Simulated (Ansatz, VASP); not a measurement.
## Two plane-wave programs on MgGe2

```
Ge Mg
1.0
     5.52149   -1.84985    0.00000
     5.52149    1.84985    0.00000
    -3.21762    0.00000    6.00777
Ge Mg
4 2
Direct
  0.52923 0.52923 0.29362
  0.47077 0.47077 0.70638
  0.88039 0.88039 0.98544
  0.11961 0.11961 0.01456
  0.81529 0.81529 0.34925
  0.18471 0.18471 0.65075
```

Alike in both runs: functional PBE; k mesh 8 × 8 × 5; occupations fermi-dirac, width 0.05 eV; no spin polarisation.

|  | VASP | Ansatz |
| --- | --- | --- |
| version | VASP 6.6.1 | Ansatz 0.2.0 |
| potentials or method | VASP PAW PBE potentials, release 64 (Ge_d, Mg) | Ansatz PAW |
| plane-wave cutoff (eV) | 520 | 420 |
| valence electrons in the cell | 60 | 76 |
| task | single point | projected density of states |

VASP gave:

- gap on the k mesh at the Fermi level (eV): none
- pressure (GPa): -0.4
- traceless stress, the component that is largest in VASP (GPa): 0.61
- rms of the force components (eV/Å): 0.043

Q: What did Ansatz give for the same quantities?

A: gap on the k mesh at the Fermi level (eV): none; pressure (GPa): -0.4; traceless stress, the component that is largest in VASP (GPa): 0.60; rms of the force components (eV/Å): 0.042.

Atom by atom the forces differ by 0.006 eV/Å (rms over components). A gap of «none» marks a metal or a gap that the smearing closes. VASP's potentials hold 60 valence electrons a cell and Ansatz's 76, so a difference there can come from the potentials and not from the codes.
